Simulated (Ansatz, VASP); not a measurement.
# B in VASP and in Ansatz

```xyz
4
Lattice="2.9804 0.0000 0.0000 -1.4902 2.5811 0.0000 0.0000 0.0000 4.0183" Properties=species:S:1:pos:R:3 pbc="T T T"
B     0.0000    0.0000    1.0046
B     0.0000    0.0000    3.0137
B     0.0000    1.7207    3.0137
B     1.4902    0.8604    1.0046
```

Alike in both runs: functional PBEsol; k mesh 9 × 9 × 4; occupations gaussian, width 0.1 eV; no spin polarisation.

Ansatz relaxed the structure, and its values are those at the end. VASP's run is a single point on that final structure, the one shown.

|  | VASP | Ansatz |
| --- | --- | --- |
| version | VASP 6.6.1 | Ansatz 0.2.0 |
| potentials or method | VASP PAW PBE potentials, release 64 (B), cutoff 520 eV | scalar-relativistic, plane waves, PAW |
| valence electrons in the cell | 12 | 12 |

VASP gave:

* gap on the k mesh at the Fermi level (eV): none
* pressure (GPa): 0.3

**Question.** Which values does Ansatz return?

**Answer.** gap on the k mesh at the Fermi level (eV): none; pressure (GPa): 0.0.

VASP's potentials were made for PBE, not for PBEsol. A gap of «none» marks a metal or a gap that the smearing closes. With one functional, cell and mesh, what is left measures potentials, basis and numerics.

The k mesh is coarse, so the values compare programs but aren't converged.
